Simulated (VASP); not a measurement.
# Hf3Co (Pm-3m) in VASP: a series of runs

The runs below take Hf3Co through single point, relaxation of cell and atoms, with PBE.

All numbers are computed with VASP 6.6.1; they aren't measurements. Logs are shortened: lines on timing, memory, paths and dates and some standing lists are left out, and cuts for length are marked.

## (1) The cell of the first run

The structure is cubic, space group Pm-3m (No. 221). The conventional cell has a = 4.246 Å, b = 4.246 Å, c = 4.246 Å, α = 90.00°, β = 90.00°, γ = 90.00°. Hf (site symmetry 4/mmm) has 8 Hf at 3.00 Å and 4 Co at 3.00 Å within 4.0 Å. Within 4.0 Å of Co (site symmetry m-3m) lie 12 Hf at 3.00 Å.

## (2) Single point, PBE

INCAR reads:

```
PREC = Accurate
ENCUT = 520
EDIFF = 1E-6
ISMEAR = 0
SIGMA = 0.1
LREAL = False
LASPH = True
NELM = 60
ALGO = Normal
ISIF = 2
LWAVE = False
LCHARG = False
GGA = PE
NBANDS = 28
```

KPOINTS reads:

```
regular mesh
0
Gamma
  4 4 4
```

POSCAR reads:

```
Hf3Co
1.0
    4.2455474071      0.0000000000      0.0000000000
    0.0000000000      4.2455474071      0.0000000000
    0.0000000000      0.0000000000      4.2455474071
Hf Co
3 1
Direct
    0.0000000000      0.5000000000      0.5000000000
    0.5000000000      0.0000000000      0.5000000000
    0.5000000000      0.5000000000      0.0000000000
    0.0000000000      0.0000000000      0.0000000000
```

Potentials or basis: VASP PAW PBE potentials, release 64 (Hf_pv, Co).

The run is started by

```
cat potpaw_PBE.64/Hf_pv/POTCAR potpaw_PBE.64/Co/POTCAR > POTCAR
mpirun -np 1 vasp_std > vasp.out
```

OUTCAR:

```text
PREC = Accurate
   ENCUT = 520
   EDIFF = 1E-6
   ISMEAR = 0
   LREAL = False
   LASPH = True
   NELM = 60
   ISIF = 2
   GGA = PE

 ion  position               nearest neighbor table
   1  0.000  0.500  0.500-   2 3.00   3 3.00   4 3.00   3 3.00   4 3.00   2 3.00   4 3.00   4 3.00
                             2 3.00   3 3.00   3 3.00   2 3.00
   2  0.500  0.000  0.500-   1 3.00   3 3.00   4 3.00   3 3.00   4 3.00   1 3.00   3 3.00   3 3.00
                             1 3.00   4 3.00   4 3.00   1 3.00
   3  0.500  0.500  0.000-   1 3.00   2 3.00   4 3.00   1 3.00   2 3.00   2 3.00   4 3.00   2 3.00
                             1 3.00   4 3.00   1 3.00   4 3.00
   4  0.000  0.000  0.000-   1 3.00   2 3.00   3 3.00   1 3.00   2 3.00   1 3.00   3 3.00   1 3.00
                             2 3.00   3 3.00   2 3.00   3 3.00

  LATTYP: Found a simple cubic cell.
 ALAT       =     4.2455474071

  Lattice vectors:

 A1 = (   4.2455474071,   0.0000000000,   0.0000000000)
 A2 = (   0.0000000000,   4.2455474071,   0.0000000000)
 A3 = (   0.0000000000,   0.0000000000,   4.2455474071)

Analysis of symmetry for initial positions (statically):
=====================================================================
 Subroutine PRICEL returns:
 Original cell was already a primitive cell.

 Routine SETGRP: Setting up the symmetry group for a
 simple cubic supercell.

 Subroutine GETGRP returns: Found 48 space group operations
 (whereof 48 operations were pure point group operations)
 out of a pool of 48 trial point group operations.

The static configuration has the point symmetry O_h .

Analysis of symmetry for dynamics (positions and initial velocities):
=====================================================================
 Subroutine PRICEL returns:
 Original cell was already a primitive cell.

 Routine SETGRP: Setting up the symmetry group for a
 simple cubic supercell.

 Subroutine GETGRP returns: Found 48 space group operations
 (whereof 48 operations were pure point group operations)
 out of a pool of 48 trial point group operations.

The dynamic configuration has the point symmetry O_h .

 Subroutine INISYM returns: Found 48 space group operations
 (whereof 48 operations are pure point group operations),
 and found     1 'primitive' translations

----------------------------------------------------------------------------------------

                                     Primitive cell

  volume of cell :      76.5246

[... 76 lines left out ...]
   NELM   =     60;   NELMIN=  2; NELMDL= -5     # of ELM steps
   EDIFF  = 0.1E-05   stopping-criterion for ELM
   LREAL  =      F    real-space projection
   EDIFFG = 0.1E-04   stopping-criterion for IOM
   NSW    =      0    number of steps for IOM
   IBRION =     -1    ionic relax: 0-MD 1-quasi-New 2-CG
   NFREE  =      0    steps in history (QN), initial steepest desc. (CG)
   ISIF   =      2    stress and relaxation
   ISYM   =      2    0-nonsym 1-usesym 2-fastsym
   POTIM  = 0.5000    time-step for ionic-motion
   TEBEG  =    0.0;   TEEND  =   0.0 temperature during run
   PSTRESS=    0.0 pullay stress
   NELECT =      39.0000    total number of electrons
   NUPDOWN=      -1.0000    fix difference up-down
   EMIN   =  10.00;   EMAX   =-10.00  energy-range for DOS
   EFERMI =   0.00;   METHOD = LEGACY
   ISMEAR =     0;   SIGMA  =   0.10  broadening in eV -4-tet -1-fermi 0-gaus
   EFERMI_NEDOS =   21; number of points for ismear=-14 and -15
   IALGO  =     38    algorithm
   IMIX   =      4    mixing-type and parameters
     AMIX     =   0.40;   BMIX     =  1.00
     AMIX_MAG =   1.60;   BMIX_MAG =  1.00
  volume/ion in A,a.u.               =      19.13       129.10
  Fermi-wavevector in a.u.,A,eV,Ry     =   1.307664  2.471126 23.265743  1.709984
  Thomas-Fermi vector in A             =   2.438383
   LORBIT       =      0    0 simple, 1 ext, 2 COOP (PROOUT), +10 PAW based schemes
   GGA     = PE    functional components
   LHFCALC =     F    Hartree Fock is set to
   AEXX    =    0.0000 exact exchange contribution
   IVDW    =     0    specifies the selected vdW correction
   LEPSILON=     F    determine dielectric tensor
   LRPA    =     F    only Hartree local field effects (RPA)
 non-spin polarized calculation
 Gauss-broadening in eV      SIGMA  =   0.10
  energy-cutoff  :      520.00
  volume of cell :       76.52
 maximum number of plane-waves:      2103
 NGX is ok and might be reduce to    32
   NGX = 15   NGY = 15   NGZ = 15

 number of electron      38.9999984 magnetization

 Free energy of the ion-electron system (eV)
  ---------------------------------------------------
  ext. energy  EPLUGINS =         0.00000000
  ---------------------------------------------------
  free energy    TOTEN  =       -36.30163851 eV

  energy without entropy =      -36.26184409  energy(sigma->0) =      -36.28174130

 E-fermi :   5.5021     XC(G=0): -11.6736

 val. band max:        5.4340505448   @ k =   0.2500   0.0000   0.0000
 cond. band min:       5.5226229508   @ k =   0.5000   0.5000   0.2500
 fundamental gap:      0.0885724061
 Fermi energy:         5.5020932067

 k-point     1 :       0.0000    0.0000    0.0000
  band No.  band energies     occupation
      1     -25.2745      2.00000
      2     -25.2745      2.00000
      3     -25.2745      2.00000
      4     -24.7186      2.00000
      5     -24.7186      2.00000
      6     -24.7186      2.00000
[... 299 lines left out ...]
     27       9.0545      0.00000
     28       9.0545      0.00000

------------------------ aborting loop because EDIFF is reached ----------------------------------------

  FORCE on cell =-STRESS in cart. coord.  units (eV):
  Direction    XX          YY          ZZ          XY          YZ          ZX
  --------------------------------------------------------------------------------------
  -------------------------------------------------------------------------------------
  Total       -0.0678398     -0.0678398     -0.0678398     -0.0000000      0.0000000     -0.0000000
  in kB       -1.4203453     -1.4203453     -1.4203453     -0.0000000      0.0000000     -0.0000000
  external PRESSURE =      -1.4203453 kB  Pullay stress =       0.0000000 kB

 VOLUME and BASIS-vectors are now :
 -----------------------------------------------------------------------------
  energy-cutoff  :      520.00
  volume of cell :       76.52
      direct lattice vectors                 reciprocal lattice vectors
     4.245547407  0.000000000  0.000000000     0.235540887  0.000000000  0.000000000
     0.000000000  4.245547407  0.000000000     0.000000000  0.235540887  0.000000000
     0.000000000  0.000000000  4.245547407     0.000000000  0.000000000  0.235540887

 POSITION                                       TOTAL-FORCE (eV/Angst)
 -----------------------------------------------------------------------------------
      0.00000      2.12277      2.12277         0.000000      0.000000      0.000000
      2.12277      0.00000      2.12277         0.000000      0.000000      0.000000
      2.12277      2.12277      0.00000         0.000000      0.000000      0.000000
      0.00000      0.00000      0.00000         0.000000      0.000000      0.000000
 -----------------------------------------------------------------------------------
    total drift:                                0.000000     -0.000000     -0.000000

  FREE ENERGIE OF THE ION-ELECTRON SYSTEM (eV)
  ---------------------------------------------------
  free  energy   TOTEN  =       -36.3016385091 eV

  energy  without entropy=      -36.2618440917  energy(sigma->0) =      -36.28174130
```

OSZICAR:

```text
N       E                     dE             d eps       ncg     rms          rms(c)
DAV:   1     0.217051772315E+03    0.21705E+03   -0.19458E+04   568   0.137E+03
DAV:   2    -0.225816749001E+02   -0.23963E+03   -0.23211E+03   580   0.365E+02
DAV:   3    -0.388134825554E+02   -0.16232E+02   -0.15246E+02   736   0.747E+01
[... 23 lines left out ...]
DAV:  27    -0.363019040495E+02    0.92265E-03   -0.35173E-03   668   0.518E-01    0.220E-01
DAV:  28    -0.363021068543E+02   -0.20280E-03   -0.78558E-04   760   0.211E-01    0.495E-01
DAV:  29    -0.363016983069E+02    0.40855E-03   -0.39101E-04   736   0.156E-01    0.187E-01
DAV:  30    -0.363016390553E+02    0.59252E-04   -0.10988E-04   776   0.656E-02    0.626E-02
DAV:  31    -0.363016385091E+02    0.54614E-06   -0.87165E-06   536   0.133E-02
   1 F= -.36301639E+02 E0= -.36281741E+02  d E =-.397944E-01
```

Run time: 21 s. Hardware: 1 thread of Intel Xeon 6975P-C (Granite Rapids), shared host; peak memory 0.18 GiB.

Results:

```
Free energy : -36.3016 eV
Pressure    : -0.1 GPa
```

Levels at points of the mesh, in eV from the Fermi level:
```tsv
k point	band 15	band 16	band 17	band 18	band 19	band 20	band 21	band 22	band 23	band 24
(0.00, 0.00, 0.00)	-2.40	-2.40	-0.11	-0.11	-0.11	0.73	0.73	2.75	2.75	2.75
(0.50, 0.00, 0.00)	-1.21	-1.21	-1.02	-0.78	-0.69	-0.69	1.40	1.40	1.60	1.74
(0.50, 0.50, 0.00)	-1.23	-1.21	-0.94	-0.91	-0.74	-0.31	-0.16	-0.16	1.73	1.73
(0.50, 0.50, 0.50)	-0.91	-0.44	-0.44	-0.44	0.60	0.60	0.60	1.25	1.26	1.26
```

Caveat: the k points lie up to 0.37 Å⁻¹ apart; spin-orbit coupling is left out, which moves the levels of the heavy elements. Spin polarisation is off, so any magnetic state and its effect on volume and gap are missing.

[end of part 1 of 2]
